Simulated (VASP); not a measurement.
# C (R-3m) in VASP: a series of runs

C is run at these levels: PBE; tasks: G0W0 quasiparticle levels.

All numbers are computed with VASP 6.6.1; they aren't measurements. Logs are shortened: lines on timing, memory, paths and dates and some standing lists are left out, and cuts for length are marked.

## 1. The cell of the first run

Symmetry: R-3m, No. 166, trigonal system. The conventional cell has a = 2.618 Å, b = 2.618 Å, c = 6.145 Å, α = 90.00°, β = 90.00°, γ = 120.00°. Within 2.0 Å of C (site symmetry 3m) lie 4 C at 1.54 to 1.60 Å.

## 2. G0W0 quasiparticle levels, PBE

File POSCAR:

```
C
1.0
   -0.0516797269      1.7996493813      1.7996493813
    1.7996493813     -0.0516797269      1.7996493813
    1.7996493813      1.7996493813     -0.0516797269
C
2
Direct
   -0.0000596675     -0.0000596675     -0.0000596675
    0.2500596675      0.2500596675      0.2500596675
```

File INCAR.step1:

```
SYSTEM = C
PREC = Accurate
ENCUT = 500
EDIFF = 1E-8
ISMEAR = 0
SIGMA = 0.01
LREAL = .False.
LASPH = .True.
NELM = 80
ALGO = Normal
LWAVE = .True.
LCHARG = .False.
GGA = PE
```

File INCAR.step2:

```
SYSTEM = C
PREC = Accurate
ENCUT = 500
EDIFF = 1E-8
ISMEAR = 0
SIGMA = 0.01
LREAL = .False.
LASPH = .True.
NELM = 1
ALGO = Exact
LWAVE = .True.
LCHARG = .False.
GGA = PE
NBANDS = 54
LOPTICS = .True.
ISTART = 1
```

File INCAR.step3:

```
SYSTEM = C
PREC = Accurate
ENCUT = 500
EDIFF = 1E-8
ISMEAR = 0
SIGMA = 0.01
LREAL = .False.
LASPH = .True.
ALGO = EVGW0
LWAVE = .False.
LCHARG = .False.
GGA = PE
NELMGW = 1
NBANDS = 54
ENCUTGW = 150.0
NOMEGA = 48
PRECFOCK = Fast
ISTART = 1
NBANDSGW = 12
```

File KPOINTS:

```
regular mesh
0
Gamma
  6 6 6
  0 0 0
```

Potentials or basis: VASP PAW PBE potentials, release 64 (C_GW).

Run with:

```sh
> cat potpaw_PBE.64/C_GW/POTCAR > POTCAR
> cp INCAR.step1 INCAR
> mpirun -np 1 vasp_std > vasp.out
> cp INCAR.step2 INCAR
> mpirun -np 1 vasp_std > vasp.out
> cp INCAR.step3 INCAR
> mpirun -np 1 vasp_std > vasp.out
```

OUTCAR:

```text
SYSTEM = C
   PREC = Accurate
   ENCUT = 500
   EDIFF = 1E-8
   ISMEAR = 0
   LREAL = .False.
   LASPH = .True.
   GGA = PE
   NELMGW = 1
   ENCUTGW = 150.0
   PRECFOCK = Fast
   ISTART = 1

 ion  position               nearest neighbor table
   1  1.000  1.000  1.000-   2 1.54   2 1.60   2 1.60   2 1.60
   2  0.250  0.250  0.250-   1 1.54   1 1.60   1 1.60   1 1.60

  LATTYP: Found a trigonal (rhomboedric) cell.
 ALAT       =     2.5456132042
 COS(alpha) =     0.4710892074

  Lattice vectors:

 A1 = (  -0.0516797269,   1.7996493813,   1.7996493813)
 A2 = (   1.7996493813,  -0.0516797269,   1.7996493813)
 A3 = (   1.7996493813,   1.7996493813,  -0.0516797269)

Analysis of symmetry for initial positions (statically):
=====================================================================
 Subroutine PRICEL returns:
 Original cell was already a primitive cell.

 Routine SETGRP: Setting up the symmetry group for a
 trigonal (rhombohedral) supercell.

 Subroutine GETGRP returns: Found 12 space group operations
 (whereof  6 operations were pure point group operations)
 out of a pool of 12 trial point group operations.

The static configuration has the point symmetry C_3v.
 The point group associated with its full space group is D_3d.

Analysis of symmetry for dynamics (positions and initial velocities):
=====================================================================
 Subroutine PRICEL returns:
 Original cell was already a primitive cell.

 Routine SETGRP: Setting up the symmetry group for a
 trigonal (rhombohedral) supercell.

 Subroutine GETGRP returns: Found 12 space group operations
 (whereof  6 operations were pure point group operations)
 out of a pool of 12 trial point group operations.

The dynamic configuration has the point symmetry C_3v.
 The point group associated with its full space group is D_3d.

 Subroutine INISYM returns: Found 12 space group operations
 (whereof  6 operations are pure point group operations),
 and found     1 'primitive' translations

----------------------------------------------------------------------------------------

                                     Primitive cell

  volume of cell :      12.1592

  direct lattice vectors                    reciprocal lattice vectors
    -0.051679727  1.799649381  1.799649381    -0.266141918  0.274010557  0.274010557
     1.799649381 -0.051679727  1.799649381     0.274010557 -0.266141918  0.274010557
     1.799649381  1.799649381 -0.051679727     0.274010557  0.274010557 -0.266141918

  length of vectors
     2.545613204  2.545613204  2.545613204     0.470101150  0.470101150  0.470101150

  position of ions in fractional coordinates (direct lattice)
     0.999940333  0.999940333  0.999940333
     0.250059667  0.250059667  0.250059667

  ion indices of the primitive-cell ions
   primitive index   ion index
                 1           1
                 2           2

----------------------------------------------------------------------------------------

 KPOINTS: regular mesh

Automatic generation of k-mesh.
 Grid dimensions read from file:
 generate k-points for:    6    6    6

 Generating k-lattice:

  Cartesian coordinates                     Fractional coordinates (reciprocal lattice)
    -0.044356986  0.045668426  0.045668426     0.166666667  0.000000000  0.000000000
     0.045668426 -0.044356986  0.045668426     0.000000000  0.166666667  0.000000000
     0.045668426  0.045668426 -0.044356986     0.000000000  0.000000000  0.166666667

  Length of vectors
     0.078350192  0.078350192  0.078350192

  Shift w.r.t. Gamma in fractional coordinates (k-lattice)
     0.000000000  0.000000000  0.000000000

 Subroutine IBZKPT returns following result:
 ===========================================

 Found     32 irreducible k-points:

 Following reciprocal coordinates:
            Coordinates               Weight
  0.000000  0.000000  0.000000      1.000000
  0.166667 -0.000000 -0.000000      6.000000
  0.333333  0.000000  0.000000      6.000000
  0.500000  0.000000 -0.000000      3.000000
  0.166667  0.166667  0.000000      6.000000
  0.333333  0.166667  0.000000     12.000000
[... 16 lines left out ...]
  0.500000  0.500000  0.166667      6.000000
 -0.333333  0.500000  0.166667     12.000000
 [... further k-points ...]
   k-points           NKPTS =     32   k-points in BZ     NKDIM =    216   number of bands    NBANDS=     54
   number of dos      NEDOS =    301   number of ions     NIONS =      2
   total plane-waves  NPLWV =   8000
   dimension x,y,z NGX =    20 NGY =   20 NGZ =   20
   dimension x,y,z NGXF=    40 NGYF=   40 NGZF=   40
   ions per type =               2
   NGX,Y,Z   is equivalent  to a cutoff of  13.06, 13.06, 13.06 a.u.
   NGXF,Y,Z  is equivalent  to a cutoff of  26.12, 26.12, 26.12 a.u.
 SYSTEM =  C
   PREC   = accura    normal or accurate (medium, high low for compatibility)
   ISTART =      1    job   : 0-new  1-cont  2-samecut
   ICHARG =      0    charge: 1-file 2-atom 10-const
   ISPIN  =      1    spin polarized calculation?
   LNONCOLLINEAR =      F non collinear calculations
   LSORBIT =      F    spin-orbit coupling
   LASPH  =      T    aspherical Exc in radial PAW
   ENCUT  =  500.0 eV  36.75 Ry    6.06 a.u.   4.64  4.64  4.64*2*pi/ulx,y,z
   NELM   =     60;   NELMIN=  2; NELMDL=  0     # of ELM steps
   EDIFF  = 0.1E-07   stopping-criterion for ELM
   LREAL  =      F    real-space projection
   EDIFFG = 0.1E-06   stopping-criterion for IOM
   NSW    =      0    number of steps for IOM
   IBRION =     -1    ionic relax: 0-MD 1-quasi-New 2-CG
   NFREE  =      0    steps in history (QN), initial steepest desc. (CG)
   ISIF   =      0    stress and relaxation
   ISYM   =      3    0-nonsym 1-usesym 2-fastsym
   POTIM  = 0.5000    time-step for ionic-motion
   TEBEG  =    0.0;   TEEND  =   0.0 temperature during run
   PSTRESS=    0.0 pullay stress
   NELECT =       8.0000    total number of electrons
   NUPDOWN=      -1.0000    fix difference up-down
   EMIN   =  10.00;   EMAX   =-10.00  energy-range for DOS
   EFERMI =   0.00;   METHOD = LEGACY
   ISMEAR =     0;   SIGMA  =   0.01  broadening in eV -4-tet -1-fermi 0-gaus
   EFERMI_NEDOS =   21; number of points for ismear=-14 and -15
   IALGO  =     38    algorithm
   IMIX   =      4    mixing-type and parameters
     AMIX     =   0.40;   BMIX     =  1.00
     AMIX_MAG =   1.60;   BMIX_MAG =  1.00
  volume/ion in A,a.u.               =       6.08        41.03
  Fermi-wavevector in a.u.,A,eV,Ry     =   1.423869  2.690723 27.584497  2.027403
  Thomas-Fermi vector in A             =   2.544421
   LORBIT       =      0    0 simple, 1 ext, 2 COOP (PROOUT), +10 PAW based schemes
   GGA     = PE    functional components
   LHFCALC =     T    Hartree Fock is set to
   PRECFOCK=fast      Normal, Fast or Accurate (Low or Medium for compatibility)
   ENCUT4O =  -1.0   cutoff for four orbital integrals eV
   NKREDX  =     1    reduce k-point grid by
   NKREDY  =     1    reduce k-point grid by
   NKREDZ  =     1    reduce k-point grid by
   AEXX    =    1.0000 exact exchange contribution
   HFSCREEN=    0.0000 screening length (either q_TF or 0.3 A-1)
   HFSCREENC=   0.0000 screening length for correlation (either q_TF or 0.3 A-1)
   ENCUTFOCK=  -1.0 apply spherical cutoff to Coloumb kernel
   IVDW    =     0    specifies the selected vdW correction
   LEPSILON=     F    determine dielectric tensor
   LRPA    =     F    only Hartree local field effects (RPA)
   LRPAFORCE           =     F    calculate RPA forces
   ENCUTGW             = 150.0    cutoff for response function in eV
   ENCUTGWSOFT         = 120.0    soft cutoff for Coulomb kernel in GW response function in eV
   ENCUTLF             =  -1.0    cutoff for local field effects
   NELMGW              =     1    number of iterations in solving QP/BSE equation
   NELMHF              =     1    number of iterations in the inner HF iteration
   NKREDLFX            =     1    NKREDLFY  =   1   NKREDLFZ  =   1
 non-spin polarized calculation
 Gauss-broadening in eV      SIGMA  =   0.01
  energy-cutoff  :      500.00
  volume of cell :       12.16
 maximum number of plane-waves:       319
 NGX is ok and might be reduce to    20
  NGX = 12; NGY = 12; NGZ = 12
   NGX =  9   NGY =  9   NGZ =  9
 maximum number of plane-waves:        59

 QP shifts <psi_nk| G(iteration)W_0 |psi_nk>: iteration 1
 for sc-GW calculations column KS-energies equals QP-energies in previous step
 and V_xc(KS)=  KS-energies - (<T + V_ion + V_H > + <T+V_H+V_ion>^1  + <V_x>^1)

 k-point   1 :       0.0000    0.0000    0.0000
  band No.  KS-energies  QP-energies   sigma(KS)   V_xc(KS)     V^pw_x(r,r')   Z            occupation Imag(sigma)

      1     -11.7899     -13.3318     -16.6191     -14.5601     -24.9936       0.7489       2.0000       1.4114
      2       8.7377       8.2128     -17.3375     -16.6977     -19.1860       0.8205       2.0000       0.0733
      3       8.7961       8.2771     -17.0785     -16.4461     -18.6851       0.8208       2.0000       0.0675
      4       8.7961       8.2771     -17.0785     -16.4461     -18.6851       0.8208       2.0000       0.0675
      5      13.7837      14.8736     -13.9259     -15.2597      -9.2188       0.8171       0.0000      -0.0944
      6      13.7837      14.8736     -13.9259     -15.2597      -9.2188       0.8171       0.0000      -0.0944
      7      14.8298      15.9788     -13.9601     -15.3742      -8.9872       0.8126       0.0000      -0.1035
      8      20.7602      21.8326     -14.9020     -16.2979      -7.9853       0.7682       0.0000      -0.2114
      9      27.2521      27.5596     -11.1275     -11.5105      -4.1759       0.8028       0.0000      -0.3920
     10      34.6087      35.6408     -12.2759     -13.5265      -5.6855       0.8253       0.0000      -0.5898
     11      34.6087      35.6408     -12.2759     -13.5265      -5.6855       0.8253       0.0000      -0.5898
     12      35.3120      35.7683     -10.6633     -11.2216      -3.1489       0.8173       0.0000      -0.9621

 k-point   2 :       0.1667   -0.0000   -0.0000
  band No.  KS-energies  QP-energies   sigma(KS)   V_xc(KS)     V^pw_x(r,r')   Z            occupation Imag(sigma)

      1     -11.0757     -12.5818     -16.6223     -14.6170     -24.8158       0.7511       2.0000       1.3263
      2       5.0797       4.2714     -16.7172     -15.7140     -19.3520       0.8057       2.0000       0.1028
      3       7.8605       7.2784     -17.1630     -16.4515     -19.1976       0.8182       2.0000       0.0787
      4       7.9015       7.3327     -16.9254     -16.2311     -18.7430       0.8192       2.0000       0.0738
      5      15.0101      16.1645     -14.0665     -15.4884      -9.0325       0.8119       0.0000      -0.1056
      6      15.4247      16.5360     -14.1850     -15.5578      -9.0511       0.8095       0.0000      -0.1110
      7      16.2561      17.4244     -14.0716     -15.5148      -8.7838       0.8095       0.0000      -0.1163
      8      21.4833      22.6295     -14.6957     -16.1908      -7.5777       0.7666       0.0000      -0.2335
      9      28.1525      28.6188     -11.3928     -11.9775      -4.1845       0.7975       0.0000      -0.4392
     10      30.8294      31.5493     -11.3999     -12.2701      -4.8744       0.8273       0.0000      -0.5026
     11      31.7010      32.4524     -11.5023     -12.4108      -4.9299       0.8271       0.0000      -0.5420
     12      33.6630      34.0519     -10.6654     -11.1447      -3.2217       0.8112       0.0000      -0.8031
[... 324 lines left out ...]
      1      -5.3320      -6.6142     -16.8673     -15.1506     -23.4091       0.7469       2.0000       0.6052
      2      -1.2626      -2.4674     -17.3496     -15.7641     -22.5280       0.7599       2.0000       0.2844
      3       1.8894       0.8801     -16.2409     -14.9615     -19.8284       0.7889       2.0000       0.1496
      4       3.2289       2.3123     -16.6594     -15.5099     -19.8885       0.7973       2.0000       0.1253
      5      13.4254      14.1045     -12.6635     -13.4846      -7.8112       0.8271       0.0000      -0.1019
      6      17.2074      18.0868     -12.9920     -14.0717      -7.4051       0.8144       0.0000      -0.1307
      7      22.4594      23.8023     -14.2831     -16.0349      -6.9576       0.7665       0.0000      -0.2723
      8      22.6526      24.1058     -14.3562     -16.2590      -6.8647       0.7637       0.0000      -0.2803
      9      29.5485      30.6418     -13.2795     -14.6869      -5.2594       0.7768       0.0000      -0.5771
     10      30.9529      32.0837     -13.5265     -14.9940      -5.0112       0.7705       0.0000      -0.7338
     11      36.8182      37.6836     -12.0215     -13.0970      -4.4438       0.8046       0.0000      -0.8893
     12      40.6811      41.3262     -11.2191     -12.0143      -3.3142       0.8113       0.0000      -1.1530

 k-point  24 :      -0.3333    0.5000    0.1667
  band No.  KS-energies  QP-energies   sigma(KS)   V_xc(KS)     V^pw_x(r,r')   Z            occupation Imag(sigma)

      1      -3.3363      -4.5932     -17.3093     -15.6374     -23.2162       0.7517       2.0000       0.4180
      2      -2.7386      -3.9761     -17.1319     -15.4846     -22.8400       0.7512       2.0000       0.3852
      3       1.3739       0.3491     -16.0940     -14.7934     -19.7451       0.7879       2.0000       0.1576
      4       1.6498       0.6318     -16.2197     -14.9280     -19.8858       0.7881       2.0000       0.1540
      5      16.0921      16.9588     -12.9465     -14.0090      -7.5136       0.8157       0.0000      -0.1239
      6      17.2722      18.1790     -13.0776     -14.1920      -7.5049       0.8137       0.0000      -0.1298
      7      21.8191      23.1471     -14.1139     -15.8397      -6.8940       0.7695       0.0000      -0.2545
      8      22.9776      24.3622     -14.3659     -16.1796      -6.8745       0.7634       0.0000      -0.2827
      9      29.2014      30.3164     -13.3438     -14.7768      -5.3463       0.7781       0.0000      -0.5816
     10      29.6216      30.7744     -13.4468     -14.9299      -5.3697       0.7772       0.0000      -0.6038
     11      37.8882      38.7373     -11.9407     -12.9998      -4.1273       0.8017       0.0000      -0.9921
     12      38.8927      39.7624     -11.9758     -13.0586      -4.1109       0.8032       0.0000      -1.0655

 [... further k-points ...]
```

Run time: 56 s. Hardware: 1 thread of Intel Xeon 6975P-C (Granite Rapids), shared host; peak memory 0.24 GiB.

What came out:

| Property | Result |
| --- | --- |
| Quasiparticle gap | 5.17 eV |
| Least direct quasiparticle gap | 6.60 eV |
| Band gap of the starting levels on the mesh | 3.94 eV |
| Least direct gap of the starting levels on the mesh | 4.99 eV |

Caveat: the k points lie up to 0.49 Å⁻¹ apart; bands, screening cutoff and mesh are small and nothing is extrapolated, so the quasiparticle values aren't converged.

[end of part 1 of 2]
